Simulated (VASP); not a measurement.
Zn2CdTe3: relaxation of cell and atoms with PBE

Crystal: Zn2CdTe3.

```
Zn Cd Te
1.0
     5.42001    0.00000    0.00000
     0.00000    5.42001    0.00000
     0.00000    0.00000    7.46853
Zn Cd Te
2 1 3
Direct
  0.50000 0.00000 0.14670
  0.00000 0.50000 0.14670
  0.00000 0.00000 0.66224
  0.00000 0.00000 0.27343
  0.50000 0.00000 0.79949
  0.00000 0.50000 0.79949
```

The cell was built from a structure type or drawn by symmetry, and may not be a known phase.

- Program: VASP 6.6.1
- Task: relaxation of cell and atoms
- Functional: PBE
- Potentials or basis: VASP PAW PBE potentials, release 64 (Zn, Cd, Te)
- Cutoff: 600 eV
- k mesh: 4 × 4 × 4
- Occupations: gaussian, width 0.1 eV
- Spin: no spin polarisation
- Dipole correction: no
- Further INCAR settings: ALGO = Normal; EDIFF = 1e-06; IBRION = 2; EDIFFG = -0.04; NSW = 90; ISIF = 3

* Relaxed volume: 36.59 Å³/atom
* Relaxed cell: a = 5.416 Å, b = 5.416 Å, c = 7.485 Å, α = 90.00°, β = 90.00°, γ = 90.00°
* Space group after relaxing (to 0.1 Å): P4mm (No. 99)
* Energy gained by relaxing: 0.1 meV/atom
* Ionic steps: 2
* Pressure after relaxing: 0.0 GPa
* Largest force after relaxing: 0.017 eV/Å
* Band gap on the k mesh: zero (bands 27 and 28 overlap by 1.12 eV)

Forces on the atoms (eV/Å):
```
Zn   0.000  0.000 -0.006
Zn   0.000  0.000 -0.006
Cd   0.000  0.000 -0.017
Te   0.000  0.000 -0.005
Te   0.000  0.000  0.017
Te   0.000  0.000  0.017
```

The path:
```csv
step,energy change (eV),largest force (eV/Å),pressure (GPa),volume (Å³)
1,0.0000,0.0246,0.02,219.40
2,-0.0005,0.0174,-0.03,219.53
```

Final structure:
```xyz
6
Lattice="5.4158 0.0000 0.0000 0.0000 5.4158 0.0000 0.0000 0.0000 7.4847" Properties=species:S:1:pos:R:3 pbc="T T T"
Zn    2.7079    5.4158    1.0992
Zn    5.4158    2.7079    1.0992
Cd    0.0000    5.4158    4.9568
Te    5.4158    0.0000    2.0457
Te    2.7079    5.4158    5.9831
Te    5.4158    2.7079    5.9831
```

Levels at points of the mesh, in eV from the Fermi level:
```
           k point  band 23  band 24  band 25  band 26  band 27  band 28  band 29  band 30  band 31  band 32
(0.00, 0.00, 0.00)    -2.52    -2.52    -1.59    -1.14    -0.29    -0.18    -0.18     0.00     2.89     2.89
(0.50, 0.00, 0.00)    -2.79    -2.07    -1.94    -1.54    -1.38    -0.58     2.25     2.68     2.77     3.13
(0.50, 0.50, 0.00)    -3.09    -2.70    -2.70     0.43     0.49     0.77     2.63     2.63     3.12     3.94
(0.00, 0.00, 0.50)    -3.00    -2.99    -2.99    -0.41    -0.16    -0.16     0.28     0.77     3.36     3.46
(0.50, 0.00, 0.50)    -2.49    -2.12    -1.85    -1.55    -1.36    -0.17     1.64     2.35     2.49     2.66
(0.50, 0.50, 0.50)    -2.44    -2.04    -2.04     0.18     0.49     0.77     1.11     1.79     1.79     4.20
```

Run time: 7.9 min on 1 thread of Intel Xeon 8259CL, with other jobs on the host, peak memory 0.49 GiB.

Caveat: spin-orbit coupling is left out, which moves the levels of the heavy elements.
